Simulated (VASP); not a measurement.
A run of VASP 6.6.1 is set up as follows.

File POSCAR:

```
VH2
1.0
    0.0000000000      2.0289570677      2.0289570677
    2.0289570677      0.0000000000      2.0289570677
    2.0289570677      2.0289570677      0.0000000000
V H
1 2
Direct
    0.0000000000      0.0000000000      0.0000000000
    0.2500000000      0.2500000000      0.2500000000
    0.7500000000      0.7500000000      0.7500000000
```

Contents of INCAR.step1:

```
SYSTEM = VH2
PREC     = Accurate       ! precision mode
ENCUT    = 520            ! plane-wave cutoff, eV
ISMEAR   = 0              ! smearing method
SIGMA    = 0.1            ! smearing width, eV
LREAL    = .FALSE.        ! projectors in reciprocal space
LASPH    = .TRUE.         ! aspherical terms in the spheres
NELM     = 100            ! most SCF steps
NBANDS   = 14             ! bands
GGA      = PE             ! functional
ALGO     = Normal         ! electronic algorithm
EDIFF    = 1E-4           ! SCF threshold, eV
LWAVE    = .TRUE.         ! write WAVECAR
LCHARG   = .FALSE.        ! write CHGCAR
```

Contents of INCAR.step2:

```
SYSTEM = VH2
PREC     = Accurate       ! precision mode
ENCUT    = 520            ! plane-wave cutoff, eV
EDIFF    = 1E-7           ! SCF threshold, eV
ISMEAR   = 0              ! smearing method
SIGMA    = 0.1            ! smearing width, eV
LREAL    = .FALSE.        ! projectors in reciprocal space
LASPH    = .TRUE.         ! aspherical terms in the spheres
NELM     = 100            ! most SCF steps
ALGO     = Normal         ! electronic algorithm
ISIF     = 2              ! what is computed and relaxed
LWAVE    = .FALSE.        ! write WAVECAR
LCHARG   = .FALSE.        ! write CHGCAR
METAGGA  = R2SCAN         ! meta-GGA
LMIXTAU  = .TRUE.       
NBANDS   = 14             ! bands
ISTART   = 1
```

The input KPOINTS:

```
regular mesh
0
G
  16 16 16
  0 0 0
```

Potentials or basis: VASP PAW PBE potentials, release 64 (V_sv, H).

Launch:

```sh
$ cat potpaw_PBE.64/V_sv/POTCAR potpaw_PBE.64/H/POTCAR > POTCAR
$ cp INCAR.step1 INCAR
$ mpirun -np 1 vasp_std > vasp.out
$ cp INCAR.step2 INCAR
$ mpirun -np 1 vasp_std > vasp.out
```

(1) What does it give for the band gap on the k mesh?

(2) Estimate the pressure.

Answers

(1) zero (an odd number of electrons rules out a gap without spin polarisation).

(2) 21.7 GPa.

Caveat: the cell stands under pressure; the PAW data sets were made with another functional, which shifts forces and pressure a little.
